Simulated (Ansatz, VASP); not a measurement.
**W in VASP and in Ansatz**

```xyz
2
Lattice="0.0000 2.8936 2.8936 2.8936 0.0000 2.8936 2.8936 2.8936 0.0000" Properties=species:S:1:pos:R:3 pbc="T T T"
W     0.7234    0.7234    0.7234
W     5.0639    5.0639    5.0639
```

Alike in both runs: task single point; functional LDA; k mesh 11 × 11 × 11; occupations fermi-dirac, width 0.1 eV; no spin polarisation.

|  | VASP | Ansatz |
| --- | --- | --- |
| version | VASP 6.6.1 | Ansatz 0.2.0 |
| potentials or method | VASP PAW LDA potentials, release 64 (W_sv), cutoff 520 eV | plane waves (420 eV) with PAW, scalar-relativistic |
| valence electrons in the cell | 28 | 28 |

```csv
,VASP,Ansatz,Ansatz less VASP
pressure (GPa),-4.0,-4.9,-0.95
```

Ansatz warns that its potentials were made for another functional, while VASP's fit it. LDA's correlation is that of Perdew and Zunger in VASP and of Perdew and Wang (1992) in Ansatz.

Neither program's run includes spin-orbit coupling.
